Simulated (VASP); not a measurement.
AlOs, 2 atoms in the cell. It takes space group Pm-3m (No. 221, cubic). Conventional cell: a = 2.998 Å, b = 2.998 Å, c = 2.998 Å, α = 90.00°, β = 90.00°, γ = 90.00°. Al (site symmetry m-3m) has 8 Os at 2.60 Å and 6 Al at 3.00 Å within 3.4 Å. Within 3.4 Å of Os (site symmetry m-3m) lie 8 Al at 2.60 Å and 6 Os at 3.00 Å. 

| Item | Value |
| --- | --- |
| Program | VASP 6.6.1 |
| Task | single point |
| Functional | r2SCAN |
| Potentials or basis | VASP PAW PBE potentials, release 64 (Al, Os) |
| Cutoff | 520 eV |
| k mesh | 5 × 5 × 5 |
| Occupations | fermi-dirac, width 0.15 eV |
| Spin | no spin polarisation |
| Dipole correction | no |
| Further INCAR settings | ALGO = Normal; EDIFF = 1e-06; NBANDS = 12 |

Potentials or basis: VASP PAW PBE potentials, release 64 (Al, Os).

The run is started by

```bash
$ cat potpaw_PBE.64/Al/POTCAR potpaw_PBE.64/Os/POTCAR > POTCAR
$ cp INCAR.step1 INCAR
$ mpirun -np 1 vasp_std > vasp.out
$ cp INCAR.step2 INCAR
$ mpirun -np 1 vasp_std > vasp.out
```

Hardware: 1 thread of Intel(R) Xeon(R) 6975P-C (Granite Rapids) (shared host).

**Question.** Estimate the wall time of this run.

**Answer.** Run time: 7.2 s on 1 thread of Intel(R) Xeon(R) 6975P-C (Granite Rapids) (shared host), peak memory 0.14 GiB. Counts: k points 10.
